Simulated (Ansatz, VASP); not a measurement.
# One calculation of CuAu, two programs

```
Cu Au
1.0
     3.03914    0.00000    0.00000
     0.00000    3.03914    0.00000
     0.00000    0.00000    3.23602
Cu Au
1 1
Direct
  0.50000 0.50000 0.50000
  0.00000 0.00000 0.00000
```

Alike in both runs: functional PBE; k mesh 6 × 6 × 6; occupations gaussian, width 0.1 eV; no spin polarisation.

Ansatz relaxed the structure, and its values are those at the end. VASP's run is a single point on that final structure, the one shown.

|  | VASP | Ansatz |
| --- | --- | --- |
| version | VASP 6.6.1 | Ansatz 0.2.0 |
| potentials or method | VASP PAW PBE potentials, release 64 (Cu, Au), cutoff 520 eV | scalar-relativistic, plane waves, PAW |
| valence electrons in the cell | 22 | 38 |

```csv
,VASP,Ansatz,Ansatz less VASP
gap on the k mesh at the Fermi level (eV),none,none,-
pressure (GPa),0.1,0.1,-0.01
```

A gap of «none» marks a metal or a gap that the smearing closes. VASP's potentials hold 22 valence electrons a cell and Ansatz's 38, so a difference there can come from the potentials and not from the codes.

Neither program's run includes spin-orbit coupling.
